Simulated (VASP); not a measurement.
Input of a VASP 6.6.1 run:

Contents of INCAR:

```
SYSTEM = Zn
PREC = Accurate
ENCUT = 520
EDIFF = 1E-7
ISMEAR = 0
SIGMA = 0.1
LREAL = .False.
LASPH = .True.
NELM = 100
ALGO = Normal
ISIF = 2
LWAVE = .False.
LCHARG = .False.
NBANDS = 32
```

The input KPOINTS:

```
regular mesh
0
Gamma
  6 6 6
  0 0 0
```

Contents of POSCAR:

```
Zn
1.0
    3.7749174069      0.0000000000      0.0000000000
    0.0000000000      3.7749174069      0.0000000000
    0.0000000000      0.0000000000      3.7749174069
Zn
4
Direct
    0.0000000000      0.0000000000      0.0000000000
    0.0000000000      0.5000000000      0.5000000000
    0.5000000000      0.0000000000      0.5000000000
    0.5000000000      0.5000000000      0.0000000000
```

Potentials or basis: VASP PAW LDA potentials, release 64 (Zn).

Command:

```bash
$ cat potpaw_LDA.64/Zn/POTCAR > POTCAR
$ mpirun -np 1 vasp_std > vasp.out
```

(1) What does it give for the band gap on the k mesh?

(2) Estimate the pressure.

Answers

(1) zero (bands 24 and 25 overlap by 3.55 eV).

(2) 0.7 GPa.
